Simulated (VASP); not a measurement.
La:

```
La
1.0
    -2.09513    2.09513    2.09513
     2.09513   -2.09513    2.09513
     2.09513    2.09513   -2.09513
La
1
Direct
  0.00000 0.00000 0.00000
```

Base run:

* Program: VASP 6.6.1
* Functional: PBEsol
* Potentials or basis: VASP PAW PBE potentials, release 64 (La)
* Cutoff: 520 eV
* k mesh: 9 × 9 × 9
* Occupations: fermi-dirac, width 0.05 eV
* Spin: no spin polarisation

Its results: pressure -1.7 GPa.

**Question.** The run is repeated on the same cell with these changes: functional from PBEsol to PBE; further incar settings from ALGO = Normal; EDIFF = 1e-06; NBANDS = 12 to ALGO = Fast; EDIFF = 1e-07; NBANDS = 12. What comes out?

**Answer.** Pressure 0.6 GPa.

Caveats: the PAW data sets were made with another functional, which shifts forces and pressure a little (some runs).
